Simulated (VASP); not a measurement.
# TaV: single point with LDA

TaV:

```
Ta V
1.0
     1.60670   -2.30777    0.00000
     1.60670    2.30777    0.00000
     0.00000    0.00000    4.34136
Ta V
1 1
Direct
  0.00000 0.00000 0.00000
  0.50000 0.50000 0.50000
```

```
Program                : VASP 6.6.1
Task                   : single point
Functional             : LDA
Potentials or basis    : VASP PAW LDA potentials, release 64 (Ta_pv, V_sv)
Cutoff                 : 520 eV
k mesh                 : 7 × 7 × 5
Occupations            : fermi-dirac, width 0.05 eV
Spin                   : collinear spin, ferromagnetic start
Starting moments       : [0.0, 2.0] μB
Dipole correction      : no
Further INCAR settings : ALGO = Normal; EDIFF = 1e-06; NBANDS = 23
```

```json
{"Pressure": "-12.0 GPa", "Band gap on the k mesh": "zero (filled and empty bands overlap)", "Net moment": "0.00 μB per cell", "Valence electrons inside the program's atomic spheres": "Ta 9.02; V 11.56"}
```

Stress tensor (GPa, compression positive):
```
-12.67   0.00   0.00
  0.00 -11.71   0.00
  0.00   0.00 -11.74
```

Levels at points of the mesh, in eV from the Fermi level:
Spin up:
| k point | band 8 | band 9 | band 10 | band 11 | band 12 | band 13 | band 14 | band 15 | band 16 | band 17 |
| --- | --- | --- | --- | --- | --- | --- | --- | --- | --- | --- |
| (0.00, 0.00, 0.00) | -7.24 | -3.63 | -1.32 | 0.08 | 0.49 | 0.84 | 1.97 | 2.19 | 2.27 | 4.06 |
Spin down:
| k point | band 8 | band 9 | band 10 | band 11 | band 12 | band 13 | band 14 | band 15 | band 16 | band 17 |
| --- | --- | --- | --- | --- | --- | --- | --- | --- | --- | --- |
| (0.00, 0.00, 0.00) | -7.24 | -3.63 | -1.32 | 0.08 | 0.49 | 0.84 | 1.97 | 2.19 | 2.27 | 4.06 |

It took 120 s on 1 thread of Intel Xeon 8259CL, on a shared host, peak memory 0.18 GiB.

Caveat: the cell stands under tension; spin-orbit coupling is left out, which moves the levels of the heavy elements.
